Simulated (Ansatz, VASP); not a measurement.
## One calculation of Mg2F3, two programs

```xyz
5
Lattice="1.6345 0.9437 7.5768 -1.6345 0.9437 7.5768 0.0000 -1.8874 7.5768" Properties=species:S:1:pos:R:3 pbc="T T T"
Mg    0.0000    0.0000    9.0921
Mg    0.0000    0.0000   13.6382
F     0.0000    0.0000    0.0000
F     0.0000    0.0000    4.7620
F     0.0000    0.0000   17.9683
```

Alike in both runs: task relaxation of cell and atoms; functional PBE; k mesh 6 × 6 × 6; occupations gaussian, width 0.1 eV; no spin polarisation.

```csv
,VASP,Ansatz
version,VASP 6.6.1,Ansatz 0.2.0
potentials or method,"VASP PAW PBE potentials, release 64 (Mg, F), cutoff 600 eV","scalar-relativistic, plane waves, PAW"
valence electrons in the cell,25,41
```

```tsv
	VASP	Ansatz	Ansatz less VASP
gap on the k mesh at the Fermi level, each at its own relaxed structure (eV)	none	none	-
relaxed volume (Å³/atom)	14.33	14.71	+0.374
relaxed length of the cell vector where the two differ most in proportion (Å)	7.709	7.876	+0.1673
```

A gap of «none» marks a metal or a gap that the smearing closes. VASP's potentials hold 25 valence electrons a cell and Ansatz's 41, so a difference there can come from the potentials and not from the codes.

The k mesh is coarse, so the values compare programs but aren't converged.
